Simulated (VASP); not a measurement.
# Au (Fm-3m) in VASP: further runs

The runs below take Au through single point, relaxation of cell and atoms, with PBE, PBEsol.

Everything below comes from runs of VASP 6.6.1. Logs are shortened: lines on timing, memory, paths and dates and some standing lists are left out, and cuts for length are marked.

**1. The cell of the first run**

The structure is cubic, space group Fm-3m (No. 225). The conventional cell has a = 4.157 Å, b = 4.157 Å, c = 4.157 Å, α = 90.00°, β = 90.00°, γ = 90.00°. Au (site symmetry m-3m) has 12 Au at 2.94 Å within 3.9 Å.

**2. Single point, PBE**

File INCAR:

```
PREC = Accurate
ENCUT = 520
EDIFF = 1E-7
ISMEAR = 1
SIGMA = 0.1
LREAL = False
LASPH = True
NELM = 100
ALGO = Normal
ISIF = 2
LWAVE = False
LCHARG = False
GGA = PE
NBANDS = 12
```

File KPOINTS:

```
regular mesh
0
Gamma
  33 33 33
```

File POSCAR:

```
Au
1.0
    0.0000000000      2.0785387990      2.0785387990
    2.0785387990      0.0000000000      2.0785387990
    2.0785387990      2.0785387990      0.0000000000
Au
1
Direct
    0.0000000000      0.0000000000      0.0000000000
```

Potentials or basis: VASP PAW PBE potentials, release 64 (Au).

Started as:

```bash
$ cat potpaw_PBE.64/Au/POTCAR > POTCAR
$ mpirun -np 1 vasp_std > vasp.out
```

OUTCAR:

```text
PREC = Accurate
   ENCUT = 520
   EDIFF = 1E-7
   ISMEAR = 1
   LREAL = False
   LASPH = True
   NELM = 100
   ISIF = 2
   GGA = PE

 ion  position               nearest neighbor table
   1  0.000  0.000  0.000-

  LATTYP: Found a face centered cubic cell.
 ALAT       =     4.1570775980

  Lattice vectors:

 A1 = (   0.0000000000,   2.0785387990,   2.0785387990)
 A2 = (   2.0785387990,   0.0000000000,   2.0785387990)
 A3 = (   2.0785387990,   2.0785387990,   0.0000000000)

Analysis of symmetry for initial positions (statically):
=====================================================================
 Subroutine PRICEL returns:
 Original cell was already a primitive cell.

 Routine SETGRP: Setting up the symmetry group for a
 face centered cubic supercell.

 Subroutine GETGRP returns: Found 48 space group operations
 (whereof 48 operations were pure point group operations)
 out of a pool of 48 trial point group operations.

The static configuration has the point symmetry O_h .

Analysis of symmetry for dynamics (positions and initial velocities):
=====================================================================
 Subroutine PRICEL returns:
 Original cell was already a primitive cell.

 Routine SETGRP: Setting up the symmetry group for a
 face centered cubic supercell.

 Subroutine GETGRP returns: Found 48 space group operations
 (whereof 48 operations were pure point group operations)
 out of a pool of 48 trial point group operations.

The dynamic configuration has the point symmetry O_h .

 Subroutine INISYM returns: Found 48 space group operations
 (whereof 48 operations are pure point group operations),
 and found     1 'primitive' translations

----------------------------------------------------------------------------------------

                                     Primitive cell

  volume of cell :      17.9599

  direct lattice vectors                    reciprocal lattice vectors
     0.000000000  2.078538799  2.078538799    -0.240553604  0.240553604  0.240553604
     2.078538799  0.000000000  2.078538799     0.240553604 -0.240553604  0.240553604
     2.078538799  2.078538799  0.000000000     0.240553604  0.240553604 -0.240553604

  length of vectors
     2.939497759  2.939497759  2.939497759     0.416651065  0.416651065  0.416651065

  position of ions in fractional coordinates (direct lattice)
     0.000000000  0.000000000  0.000000000

  ion indices of the primitive-cell ions
   primitive index   ion index
                 1           1
[... 80 lines left out ...]
   POTIM  = 0.5000    time-step for ionic-motion
   TEBEG  =    0.0;   TEEND  =   0.0 temperature during run
   PSTRESS=    0.0 pullay stress
   NELECT =      11.0000    total number of electrons
   NUPDOWN=      -1.0000    fix difference up-down
   EMIN   =  10.00;   EMAX   =-10.00  energy-range for DOS
   EFERMI =   0.00;   METHOD = LEGACY
   ISMEAR =     1;   SIGMA  =   0.10  broadening in eV -4-tet -1-fermi 0-gaus
   EFERMI_NEDOS =   21; number of points for ismear=-14 and -15
   IALGO  =     38    algorithm
   IMIX   =      4    mixing-type and parameters
     AMIX     =   0.40;   BMIX     =  1.00
     AMIX_MAG =   1.60;   BMIX_MAG =  1.00
  volume/ion in A,a.u.               =      17.96       121.20
  Fermi-wavevector in a.u.,A,eV,Ry     =   1.390286  2.627260 26.298648  1.932896
  Thomas-Fermi vector in A             =   2.514236
   LORBIT       =      0    0 simple, 1 ext, 2 COOP (PROOUT), +10 PAW based schemes
   GGA     = PE    functional components
   LHFCALC =     F    Hartree Fock is set to
   AEXX    =    0.0000 exact exchange contribution
   IVDW    =     0    specifies the selected vdW correction
   LEPSILON=     F    determine dielectric tensor
   LRPA    =     F    only Hartree local field effects (RPA)
 non-spin polarized calculation
 Methfessel and Paxton  Order N= 1 SIGMA  =   0.10
  energy-cutoff  :      520.00
  volume of cell :       17.96
 maximum number of plane-waves:       531
 NGX is ok and might be reduce to    24
   NGX = 11   NGY = 11   NGZ = 11

 number of electron      11.0000002 magnetization

 Free energy of the ion-electron system (eV)
  ---------------------------------------------------
  ext. energy  EPLUGINS =         0.00000000
  ---------------------------------------------------
  free energy    TOTEN  =        -3.22011417 eV

  energy without entropy =       -3.22003000  energy(sigma->0) =       -3.22008611

 E-fermi :   8.6131     XC(G=0): -12.4043

 val. band max:        8.6127313205   @ k =   0.4848   0.3939   0.0909
 cond. band min:       8.6191103188   @ k =  -0.3636   0.1515   0.0606
 fundamental gap:      0.0063789982
 Fermi energy:         8.6130692826

 k-point     1 :       0.0000    0.0000    0.0000
  band No.  band energies     occupation
      1      -0.6897      2.00000
      2       4.2031      2.00000
      3       4.2031      2.00000
      4       4.2031      2.00000
      5       5.5831      2.00000
      6       5.5831      2.00000
      7      23.2044      0.00000
      8      26.9015      0.00000
      9      26.9015      0.00000
     10      26.9015      0.00000
     11      31.6425      0.00000
     12      35.7291      0.00000
[... 331 lines left out ...]
 k-point    24 :       0.2121    0.0303    0.0000
  band No.  band energies     occupation
      1       0.5686      2.00000
      2       3.9680      2.00000
      3       4.4774      2.00000
      4       4.4842      2.00000
      5       5.4984      2.00000
      6       5.6832      2.00000
      7      21.2948      0.00000
      8      24.2991      0.00000
      9      27.3139      0.00000
     10      28.5102      0.00000
     11      29.7235      0.00000
     12      31.8696      0.00000

 [... further k-points ...]

------------------------ aborting loop because EDIFF is reached ----------------------------------------

  FORCE on cell =-STRESS in cart. coord.  units (eV):
  Direction    XX          YY          ZZ          XY          YZ          ZX
  --------------------------------------------------------------------------------------
  -------------------------------------------------------------------------------------
  Total       -0.0182338     -0.0182338     -0.0182338      0.0000000     -0.0000000      0.0000000
  in kB       -1.6266093     -1.6266093     -1.6266093      0.0000000     -0.0000000      0.0000000
  external PRESSURE =      -1.6266093 kB  Pullay stress =       0.0000000 kB

 VOLUME and BASIS-vectors are now :
 -----------------------------------------------------------------------------
  energy-cutoff  :      520.00
  volume of cell :       17.96
      direct lattice vectors                 reciprocal lattice vectors
     0.000000000  2.078538799  2.078538799    -0.240553604  0.240553604  0.240553604
     2.078538799  0.000000000  2.078538799     0.240553604 -0.240553604  0.240553604
     2.078538799  2.078538799  0.000000000     0.240553604  0.240553604 -0.240553604

 POSITION                                       TOTAL-FORCE (eV/Angst)
 -----------------------------------------------------------------------------------
      0.00000      0.00000      0.00000         0.000000      0.000000      0.000000
 -----------------------------------------------------------------------------------
    total drift:                                0.000000     -0.000000     -0.000000

  FREE ENERGIE OF THE ION-ELECTRON SYSTEM (eV)
  ---------------------------------------------------
  free  energy   TOTEN  =        -3.2201141696 eV

  energy  without entropy=       -3.2200300016  energy(sigma->0) =       -3.22008611
```

OSZICAR:

```text
N       E                     dE             d eps       ncg     rms          rms(c)
DAV:   1     0.495635733990E+02    0.49564E+02   -0.55747E+03 24120   0.813E+02
DAV:   2    -0.278741781354E+01   -0.52351E+02   -0.49343E+02 27264   0.185E+02
DAV:   3    -0.348061824312E+01   -0.69320E+00   -0.69263E+00 27908   0.207E+01
DAV:   4    -0.348303051345E+01   -0.24123E-02   -0.24122E-02 28024   0.140E+00
DAV:   5    -0.348304921913E+01   -0.18706E-04   -0.18706E-04 28556   0.119E-01    0.797E+00
DAV:   6    -0.323729536724E+01    0.24575E+00   -0.69461E-01 25372   0.667E+00    0.520E+00
DAV:   7    -0.322196153347E+01    0.15334E-01   -0.52924E-02 27864   0.186E+00    0.264E+00
DAV:   8    -0.322012063313E+01    0.18409E-02   -0.11276E-03 25664   0.280E-01    0.236E-01
DAV:   9    -0.322010819115E+01    0.12442E-04   -0.70131E-06 28532   0.227E-02    0.202E-02
DAV:  10    -0.322011424814E+01   -0.60570E-05   -0.32018E-06 27404   0.175E-02    0.262E-03
DAV:  11    -0.322011416955E+01    0.78592E-07   -0.75805E-08 24980   0.208E-03
   1 F= -.32201142E+01 E0= -.32200861E+01  d E =-.841679E-04
```

Wall time 3.5 min (1 thread of Intel Xeon 8259CL, shared host); peak memory 0.33 GiB.

What came out:

- Free energy: -3.2201 eV
- Pressure: -0.2 GPa
- Band gap on the k mesh: zero (an odd number of electrons rules out a gap without spin polarisation)

Caveat: spin-orbit coupling is left out, which moves the levels of the heavy elements.

**3. Relaxation of cell and atoms, PBEsol**

This run uses another cell than the first one, of 16.98 Å³/atom.

File INCAR:

```
PREC     = Accurate       # precision mode
ENCUT    = 600            # plane-wave cutoff, eV
EDIFF    = 1E-7           # SCF threshold, eV
ISMEAR   = 1              # smearing method
SIGMA    = 0.1            # smearing width, eV
LREAL    = False          # projectors in reciprocal space
LASPH    = True           # aspherical terms in the spheres
NELM     = 80             # most SCF steps
ALGO     = Normal         # electronic algorithm
ISIF     = 3              # what is computed and relaxed
LWAVE    = False          # write WAVECAR
LCHARG   = False          # write CHGCAR
GGA      = PS             # functional
IBRION   = 2              # ionic algorithm
NSW      = 60             # ionic steps
EDIFFG   = -0.005         # ionic threshold
```

File KPOINTS:

```
regular mesh
0
Gamma
  23 23 23
```

File POSCAR:

```
Au
1.0
    0.0000000000      2.0400000000      2.0400000000
    2.0400000000      0.0000000000      2.0400000000
    2.0400000000      2.0400000000      0.0000000000
Au
1
Direct
    0.0000000000      0.0000000000      0.0000000000
```

Potentials or basis: VASP PAW PBE potentials, release 64 (Au).

Started as:

```bash
$ cat potpaw_PBE.64/Au/POTCAR > POTCAR
$ mpirun -np 1 vasp_std > vasp.out
```

Wall time 1.8 min (1 thread of Intel Xeon 8259CL, shared host); peak memory 0.21 GiB.

It converged, with:

| Quantity | Value |
| --- | --- |
| Free energy | -3.9219 eV |
| Relaxed volume | 16.99 Å³/atom |
| Relaxed cell | a = 2.885 Å, b = 2.885 Å, c = 2.885 Å, α = 60.00°, β = 60.00°, γ = 60.00° |
| Space group after relaxing (to 0.1 Å) | Fm-3m (No. 225) |
| Energy gained by relaxing | 0.0 meV/atom |
| Ionic steps | 3 |
| Pressure after relaxing | 0.0 GPa |
| Band gap on the k mesh | zero (an odd number of electrons rules out a gap without spin polarisation) |

Final structure:
```
Au
1.0
     0.00000    2.04033    2.04033
     2.04033    0.00000    2.04033
     2.04033    2.04033    0.00000
Au
1
Direct
  0.00000 0.00000 0.00000
```

Levels at points of the mesh, in eV from the Fermi level:
| k point | band 2 | band 3 | band 4 | band 5 | band 6 | band 7 | band 8 | band 9 |
| --- | --- | --- | --- | --- | --- | --- | --- | --- |
| (0.00, 0.00, 0.00) | -4.74 | -4.74 | -4.74 | -3.20 | -3.20 | 14.46 | 18.47 | 18.47 |

Caveat: the PAW data sets were made with another functional, which shifts forces and pressure a little; spin-orbit coupling is left out, which moves the levels of the heavy elements.
